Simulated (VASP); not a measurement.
Si:

```xyz
2
Lattice="-2.3714 2.3714 1.3293 2.3714 -2.3714 1.3293 2.3714 2.3714 -1.3293" Properties=species:S:1:pos:R:3 pbc="T T T"
Si    0.0000    0.0000    1.3293
Si    2.3714    0.0000    0.6646
```

```yaml
Program: VASP 6.6.1
Task: relaxation of cell and atoms
Functional: PBE
Potentials_or_basis: VASP PAW PBE potentials, release 64 (Si)
Cutoff: 600 eV
k_mesh: 11 × 11 × 11
Occupations: fermi-dirac, width 0.05 eV
Spin: no spin polarisation
```

At the start: pressure 3.2 GPa; volume 14.95 Å³/atom.

Q: Where does the relaxation end?

A: Over 12 steps the energy falls by 7.2 meV/atom and the volume is 15.32 Å³/atom (+2.5 %); space group I4_1/amd (No. 141, to 0.1 Å) before and after.

Step by step:
```csv
step,energy change (eV),largest force (eV/Å),pressure (GPa),volume (Å³)
1,0.0000,0.0000,3.16,29.90
2,-0.0065,0.0000,-1.55,31.19
3,-0.0086,0.0000,-0.10,30.75
4,-0.0090,0.0000,-0.06,30.73
5,-0.0112,0.0000,0.11,30.68
6,-0.0141,0.0000,0.27,30.55
7,-0.0142,0.0000,0.20,30.59
8,-0.0143,0.0000,0.22,30.58
9,-0.0139,0.0000,-0.55,30.79
10,-0.0144,0.0000,0.05,30.63
11,-0.0144,0.0000,-0.04,30.65
12,-0.0144,0.0000,0.00,30.64
```

Final structure:
```
CELL_PARAMETERS angstrom
-2.42308 2.42308 1.30463
2.42308 -2.42308 1.30463
2.42308 2.42308 -1.30463
ATOMIC_POSITIONS crystal
Si 0.50000 0.50000 0.00000
Si 0.25000 0.75000 0.50000
```
